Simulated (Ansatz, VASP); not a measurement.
# Os in VASP and in Ansatz

INCAR

```
  ALGO = Normal
  EDIFF = 1E-6
  ENCUT = 520
  GGA = PS
  ISIF = 2
  ISMEAR = -1
  LASPH = T
  LCHARG = F
  LREAL = F
  LWAVE = F
  NBANDS = 10
  NELM = 80
  PREC = Accurate
  SIGMA = 0.05
```

Contents of KPOINTS:

```
k-points
0
Gamma
  19 19 19
```

The input POSCAR:

```
Os
1.0
   -1.3910170379      1.3910170379      1.3910170379
    1.3910170379     -1.3910170379      1.3910170379
    1.3910170379      1.3910170379     -1.3910170379
Os
1
Direct
    0.0000000000      0.0000000000      0.0000000000
```

Input for Ansatz:

```yaml
crystal:
  lattice:
    - [-1.3910170379, 1.3910170379, 1.3910170379]
    - [1.3910170379, -1.3910170379, 1.3910170379]
    - [1.3910170379, 1.3910170379, -1.3910170379]
  atoms:
    - { symbol: Os, position: [0.0, 0.0, 0.0] }
kpoints:
  mp_grid: { grid: [19, 19, 19] }
scf:
  occupations: { method: fermi_dirac, width: 0.05 }
hamiltonian:
  xc: pbesol
  pseudopotentials: { kind: all_electron, lapw: { basis_error: 0.001 } }
output:
  forces: true
  stress: true
  eigenvalues: true
  populations: true
```

Change from the starting cell: volume scaled by 0.75, LAPW.

Alike in both runs: task single point; functional PBEsol; k mesh 19 × 19 × 19; occupations fermi-dirac, width 0.05 eV; no spin polarisation.

```csv
,VASP,Ansatz
version,VASP 6.6.1,Ansatz 0.2.0
potentials or method,"VASP PAW PBE potentials, release 64 (Os), cutoff 520 eV","all-electron LAPW, scalar-relativistic"
```

```tsv
	VASP	Ansatz	Ansatz less VASP
pressure (GPa)	225.6	213.4	-12.22
```

VASP's potentials were made for PBE, not for PBEsol. Both programs put the cell under a high pressure, so it lies far from rest at this level. Ansatz ran all-electron here, and VASP with PAW potentials.

Neither program's run includes spin-orbit coupling. Noted on VASP's run: the cell as given lies far from equilibrium.
